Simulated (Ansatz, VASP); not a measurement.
**One calculation of BN, two programs**

The input INCAR:

```
  PREC = Accurate
  ENCUT = 600
  EDIFF = 1E-7
  ISMEAR = 0
  SIGMA = 0.02
  LREAL = False
  LASPH = True
  NELM = 120
  ALGO = Normal
  ISIF = 3
  LWAVE = False
  LCHARG = False
  IBRION = 2
  NSW = 70
  EDIFFG = -0.005
  GGA_COMPAT = False
  NELMIN = 4
```

The input KPOINTS:

```
regular mesh
0
Gamma
  12 12 12
```

The input POSCAR:

```
BN
1.0
    0.0000000000      1.8123266330      1.8123266330
    1.8123266330      0.0000000000      1.8123266330
    1.8123266330      1.8123266330      0.0000000000
B N
1 1
Direct
    0.0000000000      0.0000000000      0.0000000000
    0.2500000000      0.2500000000      0.2500000000
```

Input for Ansatz:

```yaml
crystal:
  lattice:
    - [0.0, 1.812326633, 1.812326633]
    - [1.812326633, 0.0, 1.812326633]
    - [1.812326633, 1.812326633, 0.0]
  atoms:
    - { symbol: B, position: [0.0, 0.0, 0.0] }
    - { symbol: "N", position: [0.25, 0.25, 0.25] }
basis:
  ecutwfc: 420
kpoints:
  mp_grid: { grid: [12, 12, 12] }
hamiltonian:
  xc: lda
scf:
  occupations: { method: gaussian, width: 0.02 }
output:
  forces: true
  stress: true
  eigenvalues: true
relax:
  adjacent_minimum: "off"
  f_tol: 0.005
  max_steps: 50
  cell: { stress_tol: 0.05 }
```

Alike in both runs: task relaxation of cell and atoms; functional LDA; k mesh 12 × 12 × 12; occupations gaussian, width 0.02 eV; no spin polarisation.

|  | VASP | Ansatz |
| --- | --- | --- |
| version | VASP 6.6.1 | Ansatz 0.2.0 |
| potentials or method | VASP PAW LDA potentials, release 64 (B, N), cutoff 600 eV | scalar-relativistic, plane waves, PAW |
| valence electrons in the cell | 8 | 8 |

Ansatz gave:

| Item | Value |
| --- | --- |
| gap on the k mesh at the Fermi level, each at its own relaxed structure (eV) | 4.39 |
| relaxed volume (Å³/atom) | 5.74 |
| relaxed cell length with the largest relative difference (Å) | 2.532 |

Problem. What did VASP give for the same quantities?

Solution. gap on the k mesh at the Fermi level, each at its own relaxed structure (eV): 4.38; relaxed volume (Å³/atom): 5.75; relaxed cell length with the largest relative difference (Å): 2.533.

LDA's correlation is that of Perdew and Zunger in VASP and of Perdew and Wang (1992) in Ansatz.
